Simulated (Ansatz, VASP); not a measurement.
# One calculation of HgTe, two programs

```
Hg Te
1.0
     0.00000    2.97835    2.97835
     2.97835    0.00000    2.97835
     2.97835    2.97835    0.00000
Hg Te
1 1
Direct
  0.00000 0.00000 0.00000
  0.50000 0.50000 0.50000
```

Alike in both runs: task relaxation of cell and atoms; functional PBE; k mesh 12 × 12 × 12; occupations fermi-dirac, width 0.1 eV; no spin polarisation.

|  | VASP | Ansatz |
| --- | --- | --- |
| version | VASP 6.6.1 | Ansatz 0.2.0 |
| potentials or method | VASP PAW PBE potentials, release 64 (Hg, Te) | PAW with Ansatz's default frozen-core files, scalar-relativistic |
| plane-wave cutoff (eV) | 600 | 420 |
| valence electrons in the cell | 18 | 36 |

|  | VASP | Ansatz | Ansatz less VASP |
| --- | --- | --- | --- |
| relaxed volume (Å³/atom) | 29.08 | 29.00 | -0.079 |
| relaxed length of the cell vector where the two differ most in proportion (Å) | 4.349 | 4.345 | -0.0040 |

VASP's potentials hold 18 valence electrons a cell and Ansatz's 36, so a difference there can come from the potentials and not from the codes.

Neither program's run includes spin-orbit coupling.
